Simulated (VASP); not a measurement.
# ScTa3 (P4/mmm) in VASP: further runs

ScTa3 is run at these levels: PBE; tasks: single point, relaxation of cell and atoms.

Program: VASP 6.6.1. These are calculated values, not measurements. Logs are shortened: lines on timing, memory, paths and dates and some standing lists are left out, and cuts for length are marked.

## Step 1: The cell of the first run

It takes space group P4/mmm (No. 123, tetragonal). The conventional cell has a = 4.061 Å, b = 4.061 Å, c = 4.019 Å, α = 90.00°, β = 90.00°, γ = 90.00°. Within 3.8 Å of Sc (site symmetry 4/mmm) lie 12 Ta at 2.86 to 2.87 Å. Ta (site symmetry mmm) has 4 Sc at 2.86 Å and 8 Ta at 2.86 to 2.87 Å within 3.8 Å. Within 3.8 Å of Ta (site symmetry 4/mmm) lie 8 Ta at 2.86 Å and 4 Sc at 2.87 Å.

## Step 2: Single point, PBE

INCAR

```
ALGO = Normal
EDIFF = 1E-6
ENCUT = 520
GGA = PE
ISIF = 2
ISMEAR = 0
LASPH = T
LCHARG = F
LREAL = F
LWAVE = F
NBANDS = 30
NELM = 60
PREC = Accurate
SIGMA = 0.1
```

KPOINTS

```
k-points
0
Gamma
  4 4 4
```

POSCAR

```
ScTa3
1.0
    4.0611395980      0.0000000000      0.0000000000
    0.0000000000      4.0611395980      0.0000000000
    0.0000000000      0.0000000000      4.0193967512
Sc Ta
1 3
Direct
    0.0000000000      0.0000000000      0.0000000000
    0.0000000000      0.5000000000      0.5000000000
    0.5000000000      0.0000000000      0.5000000000
    0.5000000000      0.5000000000      0.0000000000
```

Potentials or basis: VASP PAW PBE potentials, release 64 (Sc_sv, Ta_pv).

On the command line:

```sh
$ cat potpaw_PBE.64/Sc_sv/POTCAR potpaw_PBE.64/Ta_pv/POTCAR > POTCAR
$ mpirun -np 1 vasp_std > vasp.out
```

OUTCAR:

```text
EDIFF = 1E-6
   ENCUT = 520
   GGA = PE
   ISIF = 2
   ISMEAR = 0
   LASPH = T
   LREAL = F
   NELM = 60
   PREC = Accurate

 ion  position               nearest neighbor table
   1  0.000  0.000  0.000-   2 2.86   3 2.86   2 2.86   3 2.86   2 2.86   2 2.86   3 2.86   3 2.86
                             4 2.87   4 2.87   4 2.87   4 2.87
   2  0.000  0.500  0.500-   1 2.86   4 2.86   1 2.86   4 2.86   1 2.86   1 2.86   4 2.86   4 2.86
                             3 2.87   3 2.87   3 2.87   3 2.87
   3  0.500  0.000  0.500-   1 2.86   4 2.86   1 2.86   4 2.86   4 2.86   4 2.86   1 2.86   1 2.86
                             2 2.87   2 2.87   2 2.87   2 2.87
   4  0.500  0.500  0.000-   2 2.86   3 2.86   2 2.86   3 2.86   3 2.86   3 2.86   2 2.86   2 2.86
                             1 2.87   1 2.87   1 2.87   1 2.87

  LATTYP: Found a simple tetragonal cell.
 ALAT       =     4.0611395980
 C/A-ratio  =     0.9897213957

  Lattice vectors:

 A1 = (   4.0611395980,   0.0000000000,   0.0000000000)
 A2 = (   0.0000000000,   4.0611395980,   0.0000000000)
 A3 = (   0.0000000000,   0.0000000000,   4.0193967512)

Analysis of symmetry for initial positions (statically):
=====================================================================
 Subroutine PRICEL returns:
 Original cell was already a primitive cell.

 Routine SETGRP: Setting up the symmetry group for a
 simple tetragonal supercell.

 Subroutine GETGRP returns: Found 16 space group operations
 (whereof 16 operations were pure point group operations)
 out of a pool of 16 trial point group operations.

The static configuration has the point symmetry D_4h.

Analysis of symmetry for dynamics (positions and initial velocities):
=====================================================================
 Subroutine PRICEL returns:
 Original cell was already a primitive cell.

 Routine SETGRP: Setting up the symmetry group for a
 simple tetragonal supercell.

 Subroutine GETGRP returns: Found 16 space group operations
 (whereof 16 operations were pure point group operations)
 out of a pool of 16 trial point group operations.

The dynamic configuration has the point symmetry D_4h.

 Subroutine INISYM returns: Found 16 space group operations
 (whereof 16 operations are pure point group operations),
 and found     1 'primitive' translations

----------------------------------------------------------------------------------------

                                     Primitive cell

  volume of cell :      66.2913

  direct lattice vectors                    reciprocal lattice vectors
     4.061139598  0.000000000  0.000000000     0.246236303  0.000000000  0.000000000
     0.000000000  4.061139598  0.000000000     0.000000000  0.246236303  0.000000000
     0.000000000  0.000000000  4.019396751     0.000000000  0.000000000  0.248793553

  length of vectors
     4.061139598  4.061139598  4.019396751     0.246236303  0.246236303  0.248793553

  position of ions in fractional coordinates (direct lattice)
     0.000000000  0.000000000  0.000000000
     0.000000000  0.500000000  0.500000000
     0.500000000  0.000000000  0.500000000
     0.500000000  0.500000000  0.000000000

  ion indices of the primitive-cell ions
   primitive index   ion index
                 1           1
                 2           2
                 3           3
                 4           4

----------------------------------------------------------------------------------------

 KPOINTS: k-points

Automatic generation of k-mesh.
 Grid dimensions read from file:
 generate k-points for:    4    4    4

 Generating k-lattice:

  Cartesian coordinates                     Fractional coordinates (reciprocal lattice)
     0.061559076  0.000000000  0.000000000     0.250000000  0.000000000  0.000000000
     0.000000000  0.061559076  0.000000000     0.000000000  0.250000000  0.000000000
     0.000000000  0.000000000  0.062198388     0.000000000  0.000000000  0.250000000

  Length of vectors
     0.061559076  0.061559076  0.062198388

  Shift w.r.t. Gamma in fractional coordinates (k-lattice)
     0.000000000  0.000000000  0.000000000

 Subroutine IBZKPT returns following result:
 ===========================================

 Found     18 irreducible k-points:

 Following reciprocal coordinates:
            Coordinates               Weight
  0.000000  0.000000  0.000000      1.000000
  0.250000  0.000000  0.000000      4.000000
  0.500000  0.000000  0.000000      2.000000
  0.250000  0.250000  0.000000      4.000000
  0.500000  0.250000  0.000000      4.000000
  0.500000  0.500000  0.000000      1.000000
[... 10 lines left out ...]
  0.500000  0.250000  0.500000      4.000000
  0.500000  0.500000  0.500000      1.000000
   k-points           NKPTS =     18   k-points in BZ     NKDIM =     18   number of bands    NBANDS=     30
   number of dos      NEDOS =    301   number of ions     NIONS =      4
   total plane-waves  NPLWV =  27000
   dimension x,y,z NGX =    30 NGY =   30 NGZ =   30
   dimension x,y,z NGXF=    60 NGYF=   60 NGZF=   60
   ions per type =               1   3
   NGX,Y,Z   is equivalent  to a cutoff of  12.28, 12.28, 12.41 a.u.
   NGXF,Y,Z  is equivalent  to a cutoff of  24.56, 24.56, 24.82 a.u.
 SYSTEM =  unknown system
   PREC   = accura    normal or accurate (medium, high low for compatibility)
   ISTART =      0    job   : 0-new  1-cont  2-samecut
   ICHARG =      2    charge: 1-file 2-atom 10-const
   ISPIN  =      1    spin polarized calculation?
   LNONCOLLINEAR =      F non collinear calculations
   LSORBIT =      F    spin-orbit coupling
   LASPH  =      T    aspherical Exc in radial PAW
   ENCUT  =  520.0 eV  38.22 Ry    6.18 a.u.   7.55  7.55  7.47*2*pi/ulx,y,z
   NELM   =     60;   NELMIN=  2; NELMDL= -5     # of ELM steps
   EDIFF  = 0.1E-05   stopping-criterion for ELM
   LREAL  =      F    real-space projection
   EDIFFG = 0.1E-04   stopping-criterion for IOM
   NSW    =      0    number of steps for IOM
   IBRION =     -1    ionic relax: 0-MD 1-quasi-New 2-CG
   NFREE  =      0    steps in history (QN), initial steepest desc. (CG)
   ISIF   =      2    stress and relaxation
   ISYM   =      2    0-nonsym 1-usesym 2-fastsym
   POTIM  = 0.5000    time-step for ionic-motion
   TEBEG  =    0.0;   TEEND  =   0.0 temperature during run
   PSTRESS=    0.0 pullay stress
   NELECT =      44.0000    total number of electrons
   NUPDOWN=      -1.0000    fix difference up-down
   EMIN   =  10.00;   EMAX   =-10.00  energy-range for DOS
   EFERMI =   0.00;   METHOD = LEGACY
   ISMEAR =     0;   SIGMA  =   0.10  broadening in eV -4-tet -1-fermi 0-gaus
   EFERMI_NEDOS =   21; number of points for ismear=-14 and -15
   IALGO  =     38    algorithm
   IMIX   =      4    mixing-type and parameters
     AMIX     =   0.40;   BMIX     =  1.00
     AMIX_MAG =   1.60;   BMIX_MAG =  1.00
  volume/ion in A,a.u.               =      16.57       111.84
  Fermi-wavevector in a.u.,A,eV,Ry     =   1.428039  2.698603 27.746309  2.039296
  Thomas-Fermi vector in A             =   2.548144
   LORBIT       =      0    0 simple, 1 ext, 2 COOP (PROOUT), +10 PAW based schemes
   GGA     = PE    functional components
   LHFCALC =     F    Hartree Fock is set to
   AEXX    =    0.0000 exact exchange contribution
   IVDW    =     0    specifies the selected vdW correction
   LEPSILON=     F    determine dielectric tensor
   LRPA    =     F    only Hartree local field effects (RPA)
 non-spin polarized calculation
 Gauss-broadening in eV      SIGMA  =   0.10
  energy-cutoff  :      520.00
  volume of cell :       66.29
 maximum number of plane-waves:      1800
   NGX = 15   NGY = 15   NGZ = 15

 number of electron      44.0000003 magnetization

 Free energy of the ion-electron system (eV)
  ---------------------------------------------------
  ext. energy  EPLUGINS =         0.00000000
  ---------------------------------------------------
  free energy    TOTEN  =       -39.54727737 eV

  energy without entropy =      -39.51378414  energy(sigma->0) =      -39.53053075

 E-fermi :   6.5722     XC(G=0): -12.6999

 val. band max:        6.5675674378   @ k =   0.5000   0.5000   0.5000
 cond. band min:       6.5746430514   @ k =   0.5000   0.0000   0.5000
 fundamental gap:      0.0070756136
 Fermi energy:         6.5722439467

 k-point     1 :       0.0000    0.0000    0.0000
  band No.  band energies     occupation
      1     -41.7204      2.00000
      2     -27.8202      2.00000
      3     -27.8182      2.00000
      4     -27.8182      2.00000
      5     -27.1843      2.00000
      6     -27.1765      2.00000
[... 22 lines left out ...]
     29      12.8479      0.00000
     30      12.8626      0.00000

 k-point     2 :       0.2500    0.0000    0.0000
  band No.  band energies     occupation
      1     -41.7210      2.00000
      2     -27.7365      2.00000
      3     -27.7363      2.00000
      4     -27.6818      2.00000
      5     -27.2190      2.00000
      6     -27.2159      2.00000
[... 22 lines left out ...]
     29      11.0643      0.00000
     30      11.1675      0.00000

 k-point     3 :       0.5000    0.0000    0.0000
  band No.  band energies     occupation
      1     -41.7216      2.00000
      2     -27.6202      2.00000
      3     -27.6177      2.00000
      4     -27.3889      2.00000
      5     -27.2945      2.00000
      6     -27.2929      2.00000
[... 22 lines left out ...]
     29       9.6499      0.00000
     30       9.7752      0.00000

 k-point     4 :       0.2500    0.2500    0.0000
  band No.  band energies     occupation
      1     -41.7211      2.00000
      2     -27.7658      2.00000
      3     -27.6491      2.00000
      4     -27.5159      2.00000
      5     -27.3948      2.00000
      6     -27.2333      2.00000
[... 418 lines left out ...]
     29       8.9710      0.00000
     30      11.3732      0.00000

 k-point    17 :       0.5000    0.2500    0.5000
  band No.  band energies     occupation
      1     -41.7186      2.00000
      2     -27.9700      2.00000
      3     -27.7561      2.00000
      4     -27.6358      2.00000
      5     -27.6263      2.00000
      6     -26.9807      2.00000
[... 22 lines left out ...]
     29       8.3068      0.00000
     30      11.7727      0.00000

 k-point    18 :       0.5000    0.5000    0.5000
  band No.  band energies     occupation
      1     -41.7170      2.00000
      2     -28.1274      2.00000
      3     -27.7747      2.00000
      4     -27.7747      2.00000
      5     -27.7605      2.00000
      6     -26.8492      2.00000
[... 22 lines left out ...]
     29       7.8420      0.00000
     30      12.7935      0.00000

------------------------ aborting loop because EDIFF is reached ----------------------------------------

  FORCE on cell =-STRESS in cart. coord.  units (eV):
  Direction    XX          YY          ZZ          XY          YZ          ZX
  --------------------------------------------------------------------------------------
  -------------------------------------------------------------------------------------
  Total       13.2572673     13.2572673     12.4693917      0.0000000     -0.0000000      0.0000000
  in kB      320.4113434    320.4113434    301.3693879      0.0000000     -0.0000000      0.0000000
  external PRESSURE =     314.0640249 kB  Pullay stress =       0.0000000 kB

 VOLUME and BASIS-vectors are now :
 -----------------------------------------------------------------------------
  energy-cutoff  :      520.00
  volume of cell :       66.29
      direct lattice vectors                 reciprocal lattice vectors
     4.061139598  0.000000000  0.000000000     0.246236303  0.000000000  0.000000000
     0.000000000  4.061139598  0.000000000     0.000000000  0.246236303  0.000000000
     0.000000000  0.000000000  4.019396751     0.000000000  0.000000000  0.248793553

 POSITION                                       TOTAL-FORCE (eV/Angst)
 -----------------------------------------------------------------------------------
      0.00000      0.00000      0.00000         0.000000      0.000000      0.000000
      0.00000      2.03057      2.00970         0.000000      0.000000      0.000000
      2.03057      0.00000      2.00970         0.000000      0.000000      0.000000
      2.03057      2.03057      0.00000         0.000000      0.000000      0.000000
 -----------------------------------------------------------------------------------
    total drift:                                0.000000      0.000000     -0.000000

  FREE ENERGIE OF THE ION-ELECTRON SYSTEM (eV)
  ---------------------------------------------------
  free  energy   TOTEN  =       -39.5472773663 eV

  energy  without entropy=      -39.5137841436  energy(sigma->0) =      -39.53053075
```

Wall time 25 s (1 thread of Intel Xeon Platinum 8488C (Sapphire Rapids), shared host); peak memory 0.18 GiB.

What came out:

```
Free energy            : -39.5473 eV
Pressure               : 31.4 GPa
Band gap on the k mesh : zero (bands 22 and 23 overlap by 1.94 eV)
```

Caveat: the k points lie up to 0.39 Å⁻¹ apart, too coarse for converged energies and pressures of a metal; spin-orbit coupling is left out, which moves the levels of the heavy elements.

## Step 3: Single point, PBE

This run uses another cell than the first one, of 19.50 Å³/atom.

INCAR

```
PREC = Accurate ; ENCUT = 520
EDIFF = 1E-6 ; ISMEAR = 0
SIGMA = 0.1 ; LREAL = F
LASPH = T ; NELM = 100
ALGO = Fast ; ISIF = 2
LWAVE = F ; LCHARG = F
GGA = PE ; NBANDS = 30
```

KPOINTS

```
Automatic mesh
0
Gamma
  4 4 4
```

POSCAR

```
ScTa3
1.0
    4.2933781521      0.0000000000      0.0000000000
    0.0000000000      4.2933781521      0.0000000000
    0.0000000000      0.0000000000      4.2305671747
Sc Ta
1 3
Direct
    0.0000000000      0.0000000000      0.0000000000
    0.0000000000      0.5000000000      0.5000000000
    0.5000000000      0.0000000000      0.5000000000
    0.5000000000      0.5000000000      0.0000000000
```

Potentials or basis: VASP PAW PBE potentials, release 64 (Sc_sv, Ta_pv).

On the command line:

```sh
$ cat potpaw_PBE.64/Sc_sv/POTCAR potpaw_PBE.64/Ta_pv/POTCAR > POTCAR
$ mpirun -np 1 vasp_std > vasp.out
```

Run time: 28 s. Hardware: 1 thread of Intel Xeon Platinum 8488C (Sapphire Rapids), shared host; peak memory 0.19 GiB.

It converged, with:

- Free energy: -40.5818 eV
- Pressure: 0.1 GPa
- Band gap on the k mesh: zero (bands 22 and 23 overlap by 1.61 eV)

Levels at points of the mesh, in eV from the Fermi level:
```csv
k point,band 19,band 20,band 21,band 22,band 23,band 24,band 25,band 26
"(0.00, 0.00, 0.00)",-2.66,-2.66,0.88,0.88,1.04,2.72,2.72,2.98
"(0.50, 0.00, 0.00)",-1.08,-0.97,-0.74,-0.55,-0.45,0.71,1.11,1.96
"(0.50, 0.50, 0.00)",-0.96,-0.79,-0.79,-0.40,-0.40,-0.30,0.25,1.69
"(0.00, 0.00, 0.50)",-1.05,-1.05,-0.71,-0.53,-0.53,0.87,1.25,2.04
"(0.50, 0.00, 0.50)",-1.06,-0.79,-0.78,-0.49,-0.49,-0.29,0.24,1.74
"(0.50, 0.50, 0.50)",0.30,0.30,0.63,0.70,0.70,0.71,0.72,0.72
```

Caveat: the k points lie up to 0.37 Å⁻¹ apart, too coarse for converged energies and pressures of a metal; spin-orbit coupling is left out, which moves the levels of the heavy elements.

## Step 4: Relaxation of cell and atoms, PBE

INCAR

```
PREC     = Accurate       # precision mode
ENCUT    = 600            # plane-wave cutoff, eV
EDIFF    = 1E-7           # SCF threshold, eV
ISMEAR   = 0              # smearing method
SIGMA    = 0.1            # smearing width, eV
LREAL    = F              # projectors in reciprocal space
LASPH    = T              # aspherical terms in the spheres
NELM     = 100            # most SCF steps
ALGO     = Normal         # electronic algorithm
ISIF     = 3              # what is computed and relaxed
LWAVE    = F              # write WAVECAR
LCHARG   = F              # write CHGCAR
GGA      = PE             # functional
IBRION   = 2              # ionic algorithm
NSW      = 90             # ionic steps
EDIFFG   = -0.04          # ionic threshold
```

KPOINTS

```
regular mesh
0
Gamma
  4 4 4
```

POSCAR

```
ScTa3
1.0
    4.0611395980      0.0000000000      0.0000000000
    0.0000000000      4.0611395980      0.0000000000
    0.0000000000      0.0000000000      4.0193967512
Sc Ta
1 3
Direct
    0.0000000000      0.0000000000      0.0000000000
    0.0000000000      0.5000000000      0.5000000000
    0.5000000000      0.0000000000      0.5000000000
    0.5000000000      0.5000000000      0.0000000000
```

On the command line:

```sh
$ cat potpaw_PBE.64/Sc_sv/POTCAR potpaw_PBE.64/Ta_pv/POTCAR > POTCAR
$ mpirun -np 1 vasp_std > vasp.out
```

Run time: 76 s. Hardware: 1 thread of Intel Xeon Platinum 8488C (Sapphire Rapids), shared host; peak memory 0.2 GiB.

It converged, with:

```yaml
Free_energy: -40.5799 eV
Relaxed_volume: 19.54 Å³/atom
Relaxed_cell: a = 4.295 Å, b = 4.295 Å, c = 4.237 Å, α = 90.00°, β = 90.00°, γ = 90.00°
Space_group_after_relaxing_to_0.1_Å: Pm-3m (No. 221)
Energy_gained_by_relaxing: 257.9 meV/atom
Ionic_steps: 4
Pressure_after_relaxing: -0.2 GPa
Band_gap_on_the_k_mesh: zero (bands 22 and 23 overlap by 1.60 eV)
```

Step by step:
```csv
step,energy change (eV),largest force (eV/Å),pressure (GPa),volume (Å³)
1,0.0000,0.0000,31.45,66.29
2,1.2977,0.0000,-24.26,102.65
3,-1.0271,0.0000,-1.62,78.93
4,-1.0316,0.0000,-0.20,78.16
```

Final structure:
```
Sc Ta
1.0
     4.29500    0.00000    0.00000
     0.00000    4.29500    0.00000
     0.00000    0.00000    4.23710
Sc Ta
1 3
Direct
  0.00000 0.00000 0.00000
  0.00000 0.50000 0.50000
  0.50000 0.00000 0.50000
  0.50000 0.50000 0.00000
```

Levels at points of the mesh, in eV from the Fermi level:
| k point | band 18 | band 19 | band 20 | band 21 | band 22 | band 23 | band 24 | band 25 | band 26 |
| --- | --- | --- | --- | --- | --- | --- | --- | --- | --- |
| (0.00, 0.00, 0.00) | -2.68 | -2.65 | -2.65 | 0.88 | 0.88 | 1.03 | 2.72 | 2.72 | 2.96 |
| (0.50, 0.00, 0.00) | -1.66 | -1.07 | -0.98 | -0.73 | -0.55 | -0.45 | 0.72 | 1.11 | 1.96 |
| (0.50, 0.50, 0.00) | -1.01 | -0.96 | -0.79 | -0.79 | -0.40 | -0.40 | -0.30 | 0.25 | 1.69 |
| (0.00, 0.00, 0.50) | -1.62 | -1.04 | -1.04 | -0.71 | -0.52 | -0.52 | 0.86 | 1.24 | 2.03 |
| (0.50, 0.00, 0.50) | -1.10 | -1.05 | -0.78 | -0.78 | -0.49 | -0.48 | -0.29 | 0.25 | 1.75 |
| (0.50, 0.50, 0.50) | 0.18 | 0.30 | 0.30 | 0.63 | 0.70 | 0.70 | 0.70 | 0.72 | 0.82 |

Caveat: the k points lie up to 0.37 Å⁻¹ apart in the final cell, too coarse for converged energies and pressures of a metal; the volume moved by over 15 % at a fixed basis, so the end points are rough; spin-orbit coupling is left out, which moves the levels of the heavy elements.

## Step 5: Overview

| task | cell | cutoff (eV) | gap on the mesh (eV) | pressure (GPa) |
| --- | --- | --- | --- | --- |
| single point | a = 4.061, b = 4.061, c = 4.019 Å, 4 atoms | 520 | none | 31.4 |
| single point | a = 4.293, b = 4.293, c = 4.231 Å, 4 atoms | 520 | none | 0.1 |
| relaxation of cell and atoms | relaxed from a = 4.061, b = 4.061, c = 4.019 Å, 4 atoms | 600 | none | -0.2 |

Alike in all rows: level PBE; potentials or basis VASP PAW PBE potentials, release 64 (Sc_sv, Ta_pv); no spin polarisation; k mesh 4 × 4 × 4; smearing gaussian 0.1 eV.

Caveats: all runs use coarse meshes; spin-orbit coupling is left out, which moves the levels of the heavy elements; the volume moved by over 15 % at a fixed basis, so the end points are rough (at least some runs).

Total energies depend on the potentials used, so only differences within one code and one set of settings carry meaning.
